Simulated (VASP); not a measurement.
CaB6: single point with PBEsol

**The experiment to reproduce.**

From “Bulk Band Gaps in Divalent Hexaborides”, 2001, arxiv:cond-mat/0107429, for a bulk crystal of CaB6: band gap 1.15 eV.

CaB6:

```
Ca B
1.0
     4.12704    0.00000    0.00000
     0.00000    4.12704    0.00000
     0.00000    0.00000    4.12704
Ca B
1 6
Direct
  0.50000 0.50000 0.50000
  0.00000 0.00000 0.29844
  0.00000 0.00000 0.70156
  0.29844 0.00000 0.00000
  0.70156 0.00000 0.00000
  0.00000 0.29844 0.00000
  0.00000 0.70156 0.00000
```

```
Program                : VASP 6.6.1
Task                   : single point
Functional             : PBEsol
Potentials or basis    : VASP PAW PBE potentials, release 64 (Ca_sv, B)
Cutoff                 : 520 eV
k mesh                 : 10 × 10 × 10
Occupations            : gaussian, width 0.01 eV
Spin                   : no spin polarisation
Dipole correction      : no
Further INCAR settings : ALGO = Normal; EDIFF = 1e-07; NBANDS = 23
```

```
Pressure               : 0.3 GPa
Largest force          : 0.030 eV/Å
Band gap on the k mesh : 0.04 eV
```

Forces in eV/Å, atoms in the order of the input:
```
Ca   0.000  0.000  0.000
B    0.000  0.000  0.030
B    0.000  0.000 -0.030
B    0.030  0.000  0.000
B   -0.030  0.000  0.000
B    0.000  0.030  0.000
B    0.000 -0.030  0.000
```

Levels at points of the mesh, in eV from the valence-band top:
```tsv
k point	band 12	band 13	band 14	band 15	band 16	band 17
(0.00, 0.00, 0.00)	-0.32	-0.32	-0.32	2.83	2.83	2.83
(0.50, 0.00, 0.00)	-2.40	-1.76	-0.17	0.09	3.23	3.23
(0.50, 0.50, 0.00)	-2.73	-1.46	-1.46	3.05	3.05	4.10
(0.50, 0.50, 0.50)	-1.06	-1.06	-1.06	4.21	4.84	4.84
```

Wall time 31 s on 1 thread of Intel(R) Xeon(R) 6975P-C (Granite Rapids), on a shared host, peak memory 0.22 GiB.

Against the measured gap of CaB6, 1.15 eV (“Bulk Band Gaps in Divalent Hexaborides”, 2001, arxiv:cond-mat/0107429), the calculated 0.04 eV is off by -1.11 eV. So large a miss can be the level of theory's own, or it may mean another phase, state or a wrong row. The value is that of PBEsol on a finite k mesh, which can miss the band edges, without temperature or zero-point motion. Semilocal functionals fall short of measured gaps as a rule.

Caveat: the PAW data sets were made with another functional, which shifts forces and pressure a little.
